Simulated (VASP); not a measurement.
A run of VASP 6.6.1 is set up as follows.

The input POSCAR:

```
MgCdSe2
1.0
    1.9756470080      1.1406403319      6.4511070716
   -1.9756470080      1.1406403319      6.4511070716
    0.0000000000     -2.2812806638      6.4511070716
Mg Cd Se
1 1 2
Direct
    1.0000000000      0.0000000000      0.0000000000
    0.5000000000      0.5000000000      0.5000000000
    0.2533357355      0.2533357355      0.2533357355
    0.7466642645      0.7466642645      0.7466642645
```

Contents of INCAR.step1:

```
  PREC = Accurate
  ENCUT = 520
  ISMEAR = 0
  SIGMA = 0.01
  LREAL = False
  LASPH = True
  NELM = 100
  NBANDS = 21
  GGA = PE
  ALGO = Normal
  EDIFF = 1E-4
  LWAVE = True
  LCHARG = False
```

Contents of INCAR.step2:

```
  PREC = Accurate
  ENCUT = 520
  EDIFF = 1E-7
  ISMEAR = 0
  SIGMA = 0.01
  LREAL = False
  LASPH = True
  NELM = 100
  ALGO = Normal
  ISIF = 2
  LWAVE = False
  LCHARG = False
  METAGGA = R2SCAN
  LMIXTAU = True
  NBANDS = 21
  ISTART = 1
```

The input KPOINTS:

```
Automatic mesh
0
Gamma
  8 8 8
```

Potentials or basis: VASP PAW PBE potentials, release 64 (Mg, Cd, Se).

Launch:

```sh
$ cat potpaw_PBE.64/Mg/POTCAR potpaw_PBE.64/Cd/POTCAR potpaw_PBE.64/Se/POTCAR > POTCAR
$ cp INCAR.step1 INCAR
$ mpirun -np 1 vasp_std > vasp.out
$ cp INCAR.step2 INCAR
$ mpirun -np 1 vasp_std > vasp.out
```

Q: Predict the pressure.

A: 0.1 GPa.

Q: What does it give for the largest force?

A: 0.054 eV/Å.

Q: Predict the band gap on the k mesh.

A: 1.14 eV, indirect (least direct gap 1.35 eV).

Forces on the atoms (eV/Å):
```
Mg   0.000  0.000  0.000
Cd   0.000  0.000  0.000
Se   0.000  0.000  0.054
Se   0.000  0.000 -0.054
```

Caveat: the PAW data sets were made with another functional, which shifts forces and pressure a little. A k mesh can miss the band edges.
